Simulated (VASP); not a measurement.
# Tc (Fm-3m) in VASP: notebook

The runs below take Tc through relaxation of cell and atoms, with LDA.

Everything below comes from runs of VASP 6.6.1. Logs are shortened: lines on timing, memory, paths and dates and some standing lists are left out, and cuts for length are marked.

### Step 1. The cell of the first run

The structure is cubic, space group Fm-3m (No. 225). The conventional cell has a = 3.810 Å, b = 3.810 Å, c = 3.810 Å, α = 90.00°, β = 90.00°, γ = 90.00°. Tc (site symmetry m-3m) has 12 Tc at 2.69 Å within 3.6 Å.

This isn't the form of Tc at room conditions, which is hcp.

### Step 2. Relaxation of cell and atoms, LDA

File INCAR:

```
PREC = Accurate
ENCUT = 600
EDIFF = 1E-6
ISMEAR = -1
SIGMA = 0.05
LREAL = False
LASPH = True
NELM = 80
ALGO = Normal
ISIF = 3
LWAVE = False
LCHARG = False
IBRION = 2
NSW = 80
EDIFFG = -0.03
```

File KPOINTS:

```
regular mesh
0
Gamma
  6 6 6
```

File POSCAR:

```
Tc
1.0
    3.8097481558      0.0000000000      0.0000000000
    0.0000000000      3.8097481558      0.0000000000
    0.0000000000      0.0000000000      3.8097481558
Tc
4
Direct
    0.0000000000      0.0000000000      0.0000000000
    0.0000000000      0.5000000000      0.5000000000
    0.5000000000      0.0000000000      0.5000000000
    0.5000000000      0.5000000000      0.0000000000
```

Potentials or basis: VASP PAW LDA potentials, release 64 (Tc_pv).

Command:

```sh
$ cat potpaw_LDA.64/Tc_pv/POTCAR > POTCAR
$ mpirun -np 1 vasp_std > vasp.out
```

OUTCAR:

```text
PREC = Accurate
   ENCUT = 600
   EDIFF = 1E-6
   ISMEAR = -1
   LREAL = False
   LASPH = True
   NELM = 80
   ISIF = 3
   IBRION = 2
   NSW = 80
   EDIFFG = -0.03

 ion  position               nearest neighbor table
   1  0.000  0.000  0.000-   2 2.69   3 2.69   4 2.69   2 2.69   3 2.69   2 2.69   4 2.69   2 2.69
                             3 2.69   4 2.69   3 2.69   4 2.69
   2  0.000  0.500  0.500-   1 2.69   3 2.69   4 2.69   1 2.69   4 2.69   1 2.69   3 2.69   1 2.69
                             3 2.69   4 2.69   4 2.69   3 2.69
   3  0.500  0.000  0.500-   1 2.69   2 2.69   4 2.69   1 2.69   4 2.69   2 2.69   4 2.69   4 2.69
                             1 2.69   2 2.69   1 2.69   2 2.69
   4  0.500  0.500  0.000-   1 2.69   2 2.69   3 2.69   2 2.69   3 2.69   1 2.69   3 2.69   3 2.69
                             1 2.69   2 2.69   2 2.69   1 2.69

  LATTYP: Found a simple cubic cell.
 ALAT       =     3.8097481558

  Lattice vectors:

 A1 = (   3.8097481558,   0.0000000000,   0.0000000000)
 A2 = (   0.0000000000,   3.8097481558,   0.0000000000)
 A3 = (   0.0000000000,   0.0000000000,   3.8097481558)

Analysis of symmetry for initial positions (statically):
=====================================================================
 Subroutine PRICEL returns following result:

  LATTYP: Found a face centered cubic cell.
 ALAT       =     3.8097481558

  Lattice vectors:

 A1 = (   1.9048740779,  -1.9048740779,   0.0000000000)
 A2 = (   1.9048740779,   0.0000000000,   1.9048740779)
 A3 = (   0.0000000000,  -1.9048740779,   1.9048740779)

   4 primitive cells build up your supercell.

 Routine SETGRP: Setting up the symmetry group for a
 simple cubic supercell.

 Subroutine GETGRP returns: Found 48 space group operations
 (whereof 48 operations were pure point group operations)
 out of a pool of 48 trial point group operations.

The static configuration has the point symmetry O_h .

Analysis of symmetry for dynamics (positions and initial velocities):
=====================================================================
 Subroutine PRICEL returns following result:

  LATTYP: Found a face centered cubic cell.
 ALAT       =     3.8097481558

  Lattice vectors:

 A1 = (   1.9048740779,  -1.9048740779,   0.0000000000)
 A2 = (   1.9048740779,   0.0000000000,   1.9048740779)
 A3 = (   0.0000000000,  -1.9048740779,   1.9048740779)

   4 primitive cells build up your supercell.

 Routine SETGRP: Setting up the symmetry group for a
 simple cubic supercell.

 Subroutine GETGRP returns: Found 48 space group operations
 (whereof 48 operations were pure point group operations)
 out of a pool of 48 trial point group operations.

The dynamic configuration has the point symmetry O_h .

 Subroutine INISYM returns: Found 48 space group operations
 (whereof 48 operations are pure point group operations),
 and found     4 'primitive' translations

----------------------------------------------------------------------------------------

                                     Primitive cell

  volume of cell :      13.8238

  direct lattice vectors                    reciprocal lattice vectors
     1.904874078 -1.904874078  0.000000000     0.262484542 -0.262484542 -0.262484542
     1.904874078  0.000000000  1.904874078     0.262484542  0.262484542  0.262484542
     0.000000000 -1.904874078  1.904874078    -0.262484542 -0.262484542  0.262484542

  length of vectors
     2.693898756  2.693898756  2.693898756     0.454636563  0.454636563  0.454636563

  position of ions in fractional coordinates (direct lattice)
     0.000000000  0.000000000  0.000000000

  ion indices of the primitive-cell ions
   primitive index   ion index
                 1           1

----------------------------------------------------------------------------------------

 KPOINTS: regular mesh

Automatic generation of k-mesh.
 Grid dimensions read from file:
 generate k-points for:    6    6    6

 Generating k-lattice:

  Cartesian coordinates                     Fractional coordinates (reciprocal lattice)
     0.043747424  0.000000000  0.000000000     0.166666667  0.000000000  0.000000000
     0.000000000  0.043747424  0.000000000     0.000000000  0.166666667  0.000000000
     0.000000000  0.000000000  0.043747424     0.000000000  0.000000000  0.166666667

  Length of vectors
     0.043747424  0.043747424  0.043747424

  Shift w.r.t. Gamma in fractional coordinates (k-lattice)
     0.000000000  0.000000000  0.000000000

 Subroutine IBZKPT returns following result:
 ===========================================

 Found     20 irreducible k-points:

 Following reciprocal coordinates:
            Coordinates               Weight
  0.000000  0.000000  0.000000      1.000000
  0.166667  0.000000  0.000000      6.000000
  0.333333  0.000000  0.000000      6.000000
  0.500000  0.000000  0.000000      3.000000
  0.166667  0.166667  0.000000     12.000000
  0.333333  0.166667  0.000000     24.000000
[... 12 lines left out ...]
  0.500000  0.500000  0.333333      6.000000
  0.500000  0.500000  0.500000      1.000000
   k-points           NKPTS =     20   k-points in BZ     NKDIM =     20   number of bands    NBANDS=     31
   number of dos      NEDOS =    301   number of ions     NIONS =      4
   total plane-waves  NPLWV =  27000
   dimension x,y,z NGX =    30 NGY =   30 NGZ =   30
   dimension x,y,z NGXF=    60 NGYF=   60 NGZF=   60
   ions per type =               4
   NGX,Y,Z   is equivalent  to a cutoff of  13.09, 13.09, 13.09 a.u.
   NGXF,Y,Z  is equivalent  to a cutoff of  26.18, 26.18, 26.18 a.u.
 SYSTEM =  unknown system
   PREC   = accura    normal or accurate (medium, high low for compatibility)
   ISTART =      0    job   : 0-new  1-cont  2-samecut
   ICHARG =      2    charge: 1-file 2-atom 10-const
   ISPIN  =      1    spin polarized calculation?
   LNONCOLLINEAR =      F non collinear calculations
   LSORBIT =      F    spin-orbit coupling
   LASPH  =      T    aspherical Exc in radial PAW
   ENCUT  =  600.0 eV  44.10 Ry    6.64 a.u.   7.61  7.61  7.61*2*pi/ulx,y,z
   NELM   =     80;   NELMIN=  2; NELMDL= -5     # of ELM steps
   EDIFF  = 0.1E-05   stopping-criterion for ELM
   LREAL  =      F    real-space projection
   EDIFFG = -.3E-01   stopping-criterion for IOM
   NSW    =     80    number of steps for IOM
   IBRION =      2    ionic relax: 0-MD 1-quasi-New 2-CG
   NFREE  =      1    steps in history (QN), initial steepest desc. (CG)
   ISIF   =      3    stress and relaxation
   ISYM   =      2    0-nonsym 1-usesym 2-fastsym
   POTIM  = 0.5000    time-step for ionic-motion
   TEBEG  =    0.0;   TEEND  =   0.0 temperature during run
   PSTRESS=    0.0 pullay stress
   NELECT =      52.0000    total number of electrons
   NUPDOWN=      -1.0000    fix difference up-down
   EMIN   =  10.00;   EMAX   =-10.00  energy-range for DOS
   EFERMI =   0.00;   METHOD = LEGACY
   ISMEAR =    -1;   SIGMA  =   0.05  broadening in eV -4-tet -1-fermi 0-gaus
   EFERMI_NEDOS =   21; number of points for ismear=-14 and -15
   IALGO  =     38    algorithm
   IMIX   =      4    mixing-type and parameters
     AMIX     =   0.40;   BMIX     =  1.00
     AMIX_MAG =   1.60;   BMIX_MAG =  1.00
  volume/ion in A,a.u.               =      13.82        93.29
  Fermi-wavevector in a.u.,A,eV,Ry     =   1.603909  3.030948 35.001308  2.572524
  Thomas-Fermi vector in A             =   2.700497
   LORBIT       =      0    0 simple, 1 ext, 2 COOP (PROOUT), +10 PAW based schemes
   GGA     = CA    functional components
   LHFCALC =     F    Hartree Fock is set to
   AEXX    =    0.0000 exact exchange contribution
   IVDW    =     0    specifies the selected vdW correction
   LEPSILON=     F    determine dielectric tensor
   LRPA    =     F    only Hartree local field effects (RPA)
 conjugate gradient relaxation of ions
 non-spin polarized calculation
  energy-cutoff  :      600.00
  volume of cell :       55.30
 maximum number of plane-waves:      1865
   NGX = 15   NGY = 15   NGZ = 15

 number of electron      52.0000024 magnetization

 Free energy of the ion-electron system (eV)
  ---------------------------------------------------
  ext. energy  EPLUGINS =         0.00000000
  ---------------------------------------------------
  free energy    TOTEN  =       -46.65288369 eV

  energy without entropy =      -46.61896773  energy(sigma->0) =      -46.63592571

 E-fermi :  13.3324     XC(G=0): -14.2290

 val. band max:       13.2778615937   @ k =   0.1667   0.1667   0.1667
 cond. band min:      13.3699028397   @ k =   0.5000   0.3333   0.0000
 fundamental gap:      0.0920412459
 Fermi energy:        13.3323590933

 k-point     1 :       0.0000    0.0000    0.0000
  band No.  band energies     occupation
      1     -26.1382      2.00000
      2     -26.1382      2.00000
      3     -26.1382      2.00000
      4     -25.2999      2.00000
      5     -25.2999      2.00000
      6     -25.2999      2.00000
[... 23 lines left out ...]
     30      16.9944      0.00000
     31      16.9944      0.00000

 k-point     2 :       0.1667    0.0000    0.0000
  band No.  band energies     occupation
      1     -26.0848      2.00000
      2     -26.0848      2.00000
      3     -26.0564      2.00000
      4     -25.3591      2.00000
      5     -25.3591      2.00000
      6     -25.3060      2.00000
[... 23 lines left out ...]
     30      16.2080      0.00000
     31      16.3249      0.00000

 k-point     3 :       0.3333    0.0000    0.0000
  band No.  band energies     occupation
      1     -25.9370      2.00000
      2     -25.9370      2.00000
      3     -25.8269      2.00000
      4     -25.5183      2.00000
      5     -25.5183      2.00000
      6     -25.3181      2.00000
[... 567 lines left out ...]
     30      15.9125      0.00000
     31      15.9125      0.00000

 k-point    20 :       0.5000    0.5000    0.5000
  band No.  band energies     occupation
      1     -26.2347      2.00000
      2     -26.2347      2.00000
      3     -26.2347      2.00000
      4     -26.2347      2.00000
      5     -24.9706      2.00000
      6     -24.9706      2.00000
[... 23 lines left out ...]
     30      16.3706      0.00000
     31      16.3706      0.00000

------------------------ aborting loop because EDIFF is reached ----------------------------------------

  FORCE on cell =-STRESS in cart. coord.  units (eV):
  Direction    XX          YY          ZZ          XY          YZ          ZX
  --------------------------------------------------------------------------------------
  -------------------------------------------------------------------------------------
  Total        0.0812541      0.0812541      0.0812541     -0.0000000     -0.0000000      0.0000000
  in kB        2.3543282      2.3543282      2.3543282     -0.0000000     -0.0000000      0.0000000
  external PRESSURE =       2.3543282 kB  Pullay stress =       0.0000000 kB

 VOLUME and BASIS-vectors are now :
 -----------------------------------------------------------------------------
  energy-cutoff  :      600.00
  volume of cell :       55.30
      direct lattice vectors                 reciprocal lattice vectors
     3.809748156  0.000000000  0.000000000     0.262484542  0.000000000  0.000000000
     0.000000000  3.809748156  0.000000000     0.000000000  0.262484542  0.000000000
     0.000000000  0.000000000  3.809748156     0.000000000  0.000000000  0.262484542

 POSITION                                       TOTAL-FORCE (eV/Angst)
 -----------------------------------------------------------------------------------
      0.00000      0.00000      0.00000         0.000000      0.000000     -0.000000
      0.00000      1.90487      1.90487         0.000000      0.000000      0.000000
      1.90487      0.00000      1.90487        -0.000000     -0.000000      0.000000
      1.90487      1.90487      0.00000         0.000000     -0.000000     -0.000000
 -----------------------------------------------------------------------------------
    total drift:                                0.000000      0.000000     -0.000000

  FREE ENERGIE OF THE ION-ELECTRON SYSTEM (eV)
  ---------------------------------------------------
  free  energy   TOTEN  =       -46.6528836880 eV

  energy  without entropy=      -46.6189677298  energy(sigma->0) =      -46.63592571

 reached required accuracy - stopping structural energy minimisation
```

Wall time 43 s (1 thread of Oxide Virtual Turin-like, shared host); peak memory 0.13 GiB.

What came out:

| Property | Result |
| --- | --- |
| Free energy | -46.6529 eV |
| Pressure after relaxing | 0.2 GPa |
| Band gap on the k mesh | zero (bands 26 and 27 overlap by 4.18 eV) |

Final structure:
```cif
data_structure
_symmetry_space_group_name_H-M 'P 1'
_symmetry_Int_Tables_number 1
_cell_length_a 3.8097
_cell_length_b 3.8097
_cell_length_c 3.8097
_cell_angle_alpha 90.000
_cell_angle_beta 90.000
_cell_angle_gamma 90.000
_cell_volume 55.30
loop_
_atom_site_label
_atom_site_type_symbol
_atom_site_fract_x
_atom_site_fract_y
_atom_site_fract_z
_atom_site_occupancy
Tc1 Tc 0.00000 0.00000 0.00000 1
Tc2 Tc 0.00000 0.50000 0.50000 1
Tc3 Tc 0.50000 0.00000 0.50000 1
Tc4 Tc 0.50000 0.50000 0.00000 1
```

Caveat: the relaxation stopped at its first step, so nothing moved.

### Step 3. Relaxation of cell and atoms, LDA

This run uses another cell than the first one, of 14.27 Å³/atom.

File INCAR:

```
PREC = Accurate
ENCUT = 600
EDIFF = 1E-7
ISMEAR = -1
SIGMA = 0.05
LREAL = F
LASPH = T
NELM = 80
ALGO = Normal
ISIF = 3
LWAVE = F
LCHARG = F
GGA = CA
IBRION = 2
NSW = 80
EDIFFG = -0.03
```

File KPOINTS:

```
Automatic mesh
0
Gamma
  6 6 6
```

File POSCAR:

```
Tc
1.0
    3.8500000000      0.0000000000      0.0000000000
    0.0000000000      3.8500000000      0.0000000000
    0.0000000000      0.0000000000      3.8500000000
Tc
4
Direct
    0.0000000000      0.0000000000      0.0000000000
    0.0000000000      0.5000000000      0.5000000000
    0.5000000000      0.0000000000      0.5000000000
    0.5000000000      0.5000000000      0.0000000000
```

Potentials or basis: VASP PAW LDA potentials, release 64 (Tc_pv).

Command:

```sh
$ cat potpaw_LDA.64/Tc_pv/POTCAR > POTCAR
$ mpirun -np 1 vasp_std > vasp.out
```

Run time: 2 min. Hardware: 1 thread of Oxide Virtual Turin-like, shared host; peak memory 0.14 GiB.

The run converged. Its results:

```
Free energy                           : -46.6536 eV
Relaxed volume                        : 13.83 Å³/atom
Relaxed cell                          : a = 3.811 Å, b = 3.811 Å, c = 3.811 Å, α = 90.00°, β = 90.00°, γ = 90.00°
Space group after relaxing (to 0.1 Å) : Fm-3m (No. 225)
Energy gained by relaxing             : 13.6 meV/atom
Ionic steps                           : 4
Pressure after relaxing               : 0.0 GPa
Band gap on the k mesh                : zero (bands 26 and 27 overlap by 4.17 eV)
```

Step by step:
```csv
step,energy change (eV),largest force (eV/Å),pressure (GPa),volume (Å³)
1,0.0000,0.0000,-9.78,57.07
2,0.5537,0.0000,41.23,50.17
3,-0.0544,0.0000,-0.46,55.40
4,-0.0545,0.0000,-0.04,55.34
```

Final structure:
```yaml
crystal:
  lattice:
    - [3.81070, 0.00000, 0.00000]
    - [0.00000, 3.81070, 0.00000]
    - [0.00000, 0.00000, 3.81070]
  atoms:
    - { symbol: Tc, position: [0.00000, 0.00000, 0.00000] }
    - { symbol: Tc, position: [0.00000, 0.50000, 0.50000] }
    - { symbol: Tc, position: [0.50000, 0.00000, 0.50000] }
    - { symbol: Tc, position: [0.50000, 0.50000, 0.00000] }
```

Levels at points of the mesh, in eV from the Fermi level:
| k point | band 21 | band 22 | band 23 | band 24 | band 25 | band 26 | band 27 | band 28 | band 29 | band 30 |
| --- | --- | --- | --- | --- | --- | --- | --- | --- | --- | --- |
| (0.00, 0.00, 0.00) | -1.93 | -1.93 | 0.85 | 0.85 | 2.98 | 2.98 | 2.98 | 3.66 | 3.66 | 3.66 |
| (0.50, 0.00, 0.00) | -2.92 | -2.92 | -0.80 | -0.80 | 0.16 | 0.16 | 0.16 | 0.16 | 0.28 | 0.28 |
| (0.50, 0.50, 0.00) | -2.73 | -2.73 | -2.73 | -2.73 | -0.53 | -0.53 | -0.53 | -0.53 | 0.66 | 0.66 |
| (0.50, 0.50, 0.50) | -2.12 | -2.12 | -2.12 | -2.12 | 1.37 | 1.37 | 1.37 | 1.37 | 3.03 | 3.03 |

The gap in the log of VASP goes by the Fermi energy; the results here count the filled bands.